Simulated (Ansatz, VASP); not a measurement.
## TaRu in VASP and in Ansatz

File INCAR:

```
SYSTEM = TaRu
ALGO = Normal ; EDIFF = 1E-8
ENCUT = 400 ; GGA_COMPAT = .FALSE.
ISIF = 2 ; ISMEAR = -1
LASPH = .TRUE. ; LCHARG = .FALSE.
LEFG = .TRUE. ; LREAL = .FALSE.
LWAVE = .FALSE. ; NBANDS = 20
NELM = 120 ; PREC = Accurate
SIGMA = 0.03
```

KPOINTS

```
k-points
0
G
  13 13 13
  0 0 0
```

Contents of POSCAR:

```
TaRu
1.0
    3.1232600000      0.0000000000      0.0000000000
    0.0000000000      3.1232600000      0.0000000000
    0.0000000000      0.0000000000      3.1870000000
Ta Ru
1 1
Direct
    0.5000000000      0.5000000000      0.5000000000
    0.0000000000      0.0000000000      0.0000000000
```

Input for Ansatz:

```yaml
crystal:
  lattice:
    - [3.12326, 0.0, 0.0]
    - [0.0, 3.12326, 0.0]
    - [0.0, 0.0, 3.187]
  atoms:
    - { symbol: Ta, position: [0.5, 0.5, 0.5] }
    - { symbol: Ru, position: [0.0, 0.0, 0.0] }
kpoints:
  mp_grid: { grid: [13, 13, 13] }
scf:
  occupations: { method: fermi_dirac, width: 0.03 }
hamiltonian:
  xc: lda
  pseudopotentials: { kind: all_electron, datasets: crystal }
output:
  forces: true
  stress: true
  eigenvalues: true
  efg: { contact_densities: true }
```

Change from the starting cell: equal xx and yy strain of -2 %, crystal datasets.

Alike in both runs: task electric field gradients; functional LDA; k mesh 13 × 13 × 13; occupations fermi-dirac, width 0.03 eV; no spin polarisation.

|  | VASP | Ansatz |
| --- | --- | --- |
| version | VASP 6.6.1 | Ansatz 0.2.0 |
| potentials or method | VASP PAW LDA potentials, release 64 (Ta_pv, Ru_pv), cutoff 400 eV | all-electron PAW with datasets made for the crystal, scalar-relativistic |

Ansatz gave:

| Quantity | Value |
| --- | --- |
| pressure (GPa) | -6.7 |
| traceless stress, the component that is largest in VASP (GPa) | 3.48 |
| size of Vzz on the site where it differs most (V/Å²) | 2.6 |

**Question.** Which values does VASP return?

**Answer.** Pressure (GPa): -6.3; traceless stress, the component that is largest in VASP (GPa): 3.40; size of Vzz on the site where it differs most (V/Å²): 0.6.

LDA's correlation is that of Perdew and Zunger in VASP and of Perdew and Wang (1992) in Ansatz. Ansatz ran all-electron here, and VASP with PAW potentials.

Spin-orbit coupling is off throughout.
